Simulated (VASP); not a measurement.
# CoO (P6_3mc) in VASP: a series of runs

CoO is run at these levels: PBE; tasks: single point.

Everything below comes from runs of VASP 6.6.1. Logs are shortened: lines on timing, memory, paths and dates and some standing lists are left out, and cuts for length are marked.

## 1. The cell of the first run

It takes space group P6_3mc (No. 186, hexagonal). The conventional cell has a = 3.199 Å, b = 3.199 Å, c = 5.341 Å, α = 90.00°, β = 90.00°, γ = 120.00°. Co (site symmetry 3m) has 4 O at 1.93 to 1.99 Å within 2.6 Å. Within 2.6 Å of O (site symmetry 3m) lie 4 Co at 1.93 to 1.99 Å.

## 2. Single point, PBE, collinear spin, antiferromagnetic start

INCAR reads:

```
SYSTEM = CoO
ALGO = Normal
EDIFF = 1E-6
ENCUT = 520
GGA = PE
ISIF = 2
ISMEAR = 0
ISPIN = 2
LASPH = .True.
LCHARG = .False.
LMAXMIX = 4
LORBIT = 11
LREAL = .False.
LWAVE = .False.
MAGMOM = -2.36 2.36 0.17 -0.17
NBANDS = 27
NELM = 150
PREC = Accurate
SIGMA = 0.01
```

KPOINTS reads:

```
k-points
0
Gamma
  12 12 8
  0 0 0
```

POSCAR reads:

```
CoO
1.0
    3.1990602222      0.0000000000      0.0000000000
   -1.5995301111      2.7704674207      0.0000000000
    0.0000000000      0.0000000000      5.3413870836
Co O
2 2
Direct
    0.0000000000      0.0000000000      0.0069013523
    0.3333333333      0.6666666667      0.5069118784
    0.0000000000      0.0000000000      0.3681060962
    0.3333333333      0.6666666667      0.8680816731
```

Potentials or basis: VASP PAW PBE potentials, release 64 (Co, O).

Command:

```
> cat potpaw_PBE.64/Co/POTCAR potpaw_PBE.64/O/POTCAR > POTCAR
> mpirun -np 1 vasp_std > vasp.out
```

OUTCAR:

```text
SYSTEM = CoO
   EDIFF = 1E-6
   ENCUT = 520
   GGA = PE
   ISIF = 2
   ISMEAR = 0
   ISPIN = 2
   LASPH = .True.
   LORBIT = 11
   LREAL = .False.
   NELM = 150
   PREC = Accurate

 ion  position               nearest neighbor table
   1  0.000  0.000  0.007-   3 1.93   4 1.99   4 1.99   4 1.99
   2  0.333  0.667  0.507-   4 1.93   3 1.99   3 1.99   3 1.99
   3  0.000  0.000  0.368-   1 1.93   2 1.99   2 1.99   2 1.99
   4  0.333  0.667  0.868-   2 1.93   1 1.99   1 1.99   1 1.99

  LATTYP: Found a hexagonal cell.
 ALAT       =     3.1990602222
 C/A-ratio  =     1.6696738144

  Lattice vectors:

 A1 = (   3.1990602222,   0.0000000000,   0.0000000000)
 A2 = (  -1.5995301111,   2.7704674207,   0.0000000000)
 A3 = (   0.0000000000,   0.0000000000,   5.3413870836)

Analysis of symmetry for initial positions (statically):
=====================================================================
 Subroutine PRICEL returns:
 Original cell was already a primitive cell.

 Routine SETGRP: Setting up the symmetry group for a
 hexagonal supercell.

 Subroutine GETGRP returns: Found  6 space group operations
 (whereof  6 operations were pure point group operations)
 out of a pool of 24 trial point group operations.

The static configuration has the point symmetry C_3v.

Analysis of symmetry for dynamics (positions and initial velocities):
=====================================================================
 Subroutine PRICEL returns:
 Original cell was already a primitive cell.

 Routine SETGRP: Setting up the symmetry group for a
 hexagonal supercell.

 Subroutine GETGRP returns: Found  6 space group operations
 (whereof  6 operations were pure point group operations)
 out of a pool of 24 trial point group operations.

The dynamic configuration has the point symmetry C_3v.

Analysis of structural, dynamic, and magnetic symmetry:
=====================================================================
 Subroutine PRICEL returns:
 Original cell was already a primitive cell.

 Routine SETGRP: Setting up the symmetry group for a
 hexagonal supercell.

 Subroutine GETGRP returns: Found  6 space group operations
 (whereof  6 operations were pure point group operations)
 out of a pool of 24 trial point group operations.

The overall configuration has the point symmetry C_3v.

 Subroutine INISYM returns: Found  6 space group operations
 (whereof  6 operations are pure point group operations),
 and found     1 'primitive' translations
[... 125 lines left out ...]
   LHFCALC =     F    Hartree Fock is set to
   AEXX    =    0.0000 exact exchange contribution
   IVDW    =     0    specifies the selected vdW correction
   LEPSILON=     F    determine dielectric tensor
   LRPA    =     F    only Hartree local field effects (RPA)
 spin polarized calculation
 Gauss-broadening in eV      SIGMA  =   0.01
  energy-cutoff  :      520.00
  volume of cell :       47.34
 maximum number of plane-waves:      1299
   NGX = 11   NGY = 11   NGZ = 19

 number of electron      30.0000021 magnetization      -0.0000065

 number of electron      30.0000021 magnetization       0.0000019

 Free energy of the ion-electron system (eV)
  ---------------------------------------------------
  ext. energy  EPLUGINS =         0.00000000
  ---------------------------------------------------
  free energy    TOTEN  =       -26.77307873 eV

  energy without entropy =      -26.77307873  energy(sigma->0) =      -26.77307873

 E-fermi :   5.8259     XC(G=0): -10.9860

 val. band max:        5.7713500928   @ k =   0.0000   0.0000   0.5000
 cond. band min:       6.0000942174   @ k =   0.5000   0.0000   0.0000
 fundamental gap:      0.2287441247
 Fermi energy:         5.8259466177

 spin component 1

 k-point     1 :       0.0000    0.0000    0.0000
  band No.  band energies     occupation
      1     -13.8695      1.00000
      2     -13.2164      1.00000
      3      -0.9677      1.00000
      4       0.0716      1.00000
      5       0.1781      1.00000
      6       0.1781      1.00000
[... 709 lines left out ...]
     26      20.8411      0.00000
     27      21.2373      0.00000

 [... further k-points ...]

 spin component 2

 k-point     1 :       0.0000    0.0000    0.0000
  band No.  band energies     occupation
      1     -13.8696      1.00000
      2     -13.2162      1.00000
      3      -0.9678      1.00000
      4       0.0719      1.00000
      5       0.1780      1.00000
      6       0.1780      1.00000
[... 709 lines left out ...]
     26      20.8879      0.00000
     27      21.2648      0.00000

 [... further k-points ...]

------------------------ aborting loop because EDIFF is reached ----------------------------------------

  FORCE on cell =-STRESS in cart. coord.  units (eV):
  Direction    XX          YY          ZZ          XY          YZ          ZX
  --------------------------------------------------------------------------------------
  -------------------------------------------------------------------------------------
  Total       -1.0250779     -1.0250779     -1.3545426      0.0000000      0.0000000      0.0000000
  in kB      -34.6926880    -34.6926880    -45.8430739      0.0000000      0.0000000      0.0000000
  external PRESSURE =     -38.4094833 kB  Pullay stress =       0.0000000 kB

 VOLUME and BASIS-vectors are now :
 -----------------------------------------------------------------------------
  energy-cutoff  :      520.00
  volume of cell :       47.34
      direct lattice vectors                 reciprocal lattice vectors
     3.199060222  0.000000000  0.000000000     0.312591802  0.180474961  0.000000000
    -1.599530111  2.770467421  0.000000000     0.000000000  0.360949922  0.000000000
     0.000000000  0.000000000  5.341387084     0.000000000  0.000000000  0.187217287

 POSITION                                       TOTAL-FORCE (eV/Angst)
 -----------------------------------------------------------------------------------
      0.00000      0.00000      0.03686         0.000000      0.000000     -0.004512
     -0.00000      1.84698      2.70761        -0.000000     -0.000000     -0.005900
      0.00000      0.00000      1.96620        -0.000000     -0.000000      0.004303
     -0.00000      1.84698      4.63676         0.000000      0.000000      0.006109
 -----------------------------------------------------------------------------------
    total drift:                                0.000000     -0.000000     -0.000765

  FREE ENERGIE OF THE ION-ELECTRON SYSTEM (eV)
  ---------------------------------------------------
  free  energy   TOTEN  =       -26.7730787276 eV

  energy  without entropy=      -26.7730787276  energy(sigma->0) =      -26.77307873

 total charge

# of ion       s       p       d       tot
------------------------------------------
    1        0.337   0.411   7.200   7.948
    2        0.337   0.411   7.200   7.948
    3        1.552   3.428   0.000   4.980
    4        1.552   3.428   0.000   4.980
--------------------------------------------------
tot          3.778   7.678  14.400  25.855

 magnetization (x)

# of ion       s       p       d       tot
------------------------------------------
    1       -0.008  -0.040  -2.262  -2.311
    2        0.008   0.040   2.262   2.311
    3        0.011   0.143   0.000   0.154
    4       -0.011  -0.143   0.000  -0.154
--------------------------------------------------
tot          0.000   0.000  -0.000  -0.000
```

stdout:

```text
POSCAR found type information on POSCAR CoO
 POSCAR found :  2 types and       4 ions
 scaLAPACK will be used
 LDA part: xc-table for (Slater+PW92), standard interpolation
 POSCAR, INCAR and KPOINTS ok, starting setup
 FFT: planning ... GRIDC
 FFT: planning ... GRID_SOFT
 FFT: planning ... GRID
 WAVECAR not read
 entering main loop
```

It took 6.1 min on 1 thread of Oxide Virtual Turin-like, shared host; peak memory 0.31 GiB.

What came out:

- Free energy: -26.7731 eV
- Pressure: -3.8 GPa
- Largest force: 0.006 eV/Å
- Band gap on the k mesh: 0.23 eV (least direct gap 0.28 eV)
- Net moment: 0.00 μB per cell
- Site moments: Co -2.31, +2.31; O +0.15, -0.15 μB
- Valence electrons inside the program's atomic spheres: Co 7.95; O 4.98

Forces in eV/Å, atoms in the order of the input:
```
Co   0.000  0.000 -0.005
Co   0.000  0.000 -0.006
O    0.000  0.000  0.004
O    0.000  0.000  0.006
```

Levels at points of the mesh, in eV from the valence-band top:
Spin up:
| k point | band 12 | band 13 | band 14 | band 15 | band 16 | band 17 | band 18 | band 19 |
| --- | --- | --- | --- | --- | --- | --- | --- | --- |
| (0.00, 0.00, 0.00) | -0.97 | -0.97 | -0.05 | -0.05 | 0.28 | 1.75 | 2.13 | 2.13 |
| (0.50, 0.00, 0.00) | -1.73 | -1.33 | -0.23 | -0.05 | 0.23 | 0.90 | 1.49 | 5.80 |
| (0.00, 0.00, 0.50) | -0.94 | -0.94 | 0.00 | 0.00 | 0.97 | 2.00 | 2.00 | 2.66 |
| (0.50, 0.00, 0.50) | -1.49 | -1.19 | -0.36 | -0.19 | 0.38 | 1.03 | 1.38 | 5.46 |
Spin down:
```tsv
k point	band 13	band 14	band 15	band 16	band 17	band 18
(0.00, 0.00, 0.00)	-0.97	-0.05	-0.05	0.28	1.75	2.13
(0.50, 0.00, 0.00)	-1.33	-0.23	-0.05	0.23	0.90	1.49
(0.00, 0.00, 0.50)	-0.94	0.00	0.00	0.97	2.00	2.00
(0.50, 0.00, 0.50)	-1.19	-0.36	-0.19	0.38	1.04	1.38
```

Caveat: the cell stands under tension.

[end of part 1 of 2]
